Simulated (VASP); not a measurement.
A run of VASP 6.6.1 is set up as follows.

The input INCAR:

```
PREC = Accurate
ENCUT = 520
EDIFF = 1E-7
ISMEAR = -1
SIGMA = 0.1
LREAL = False
LASPH = True
NELM = 150
ALGO = Normal
ISIF = 2
LWAVE = False
LCHARG = True
ISPIN = 2
MAGMOM = 4 4
LORBIT = 11
LMAXMIX = 4
LELF = True
LVHAR = True
NBANDS = 19
ISYM = 0
```

Contents of KPOINTS:

```
regular mesh
0
Gamma
  7 13 13
```

The input POSCAR:

```
Fe
1.0
   -2.8900000000      2.8900000000      2.8900000000
    1.4450000000     -1.4450000000      1.4450000000
    1.4450000000      1.4450000000     -1.4450000000
Fe
2
Direct
    0.0000000000      0.0000000000      0.0000000000
    0.5000000000      0.0000000000      0.0000000000
```

Potentials or basis: VASP PAW LDA potentials, release 64 (Fe).

The run is started by

```sh
$ cat potpaw_LDA.64/Fe/POTCAR > POTCAR
$ mpirun -np 1 vasp_std > vasp.out
```

Task: What does it give for the site moments?

Result: Fe +2.19 μB.

Task: Estimate the pressure.

Result: -26.4 GPa.

Task: Predict the net moment.

Result: 4.41 μB per cell.

Caveat: the cell stands under tension.
